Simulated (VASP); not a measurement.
Runs of VASP 6.6.1 on Ta. Symmetry: P6_3/mmc, No. 194, hexagonal system. The conventional cell has a = 2.900 Å, b = 2.900 Å, c = 5.166 Å, α = 90.00°, β = 90.00°, γ = 120.00°. Ta (site symmetry -6m2) has 12 Ta at 2.90 to 3.08 Å within 3.8 Å. This isn't the form of Ta at room conditions, which is bcc.

```tsv
k mesh	gap on the mesh (eV)	pressure (GPa)
5 × 5 × 3	none	(a)
9 × 9 × 5	none	-11.1
3 × 3 × 2	none	-8.9
7 × 7 × 4	none	-10.7
```

Alike in all rows: task single point; level LDA; potentials or basis VASP PAW LDA potentials, release 64 (Ta_pv); no spin polarisation; cell as given; cutoff (eV) 500; smearing gaussian 0.1 eV.

**Question.** Estimate the missing entries.

**Answer.** (a) -13.0.

Caveats: some runs use coarse meshes; spin-orbit coupling is left out, which moves the levels of the heavy elements; the cell stands under tension (at least some runs).

A k mesh can miss the band edges, and the runs leave out spin-orbit coupling on Ta.

A gap of «none» marks levels without a gap at the run's occupations.
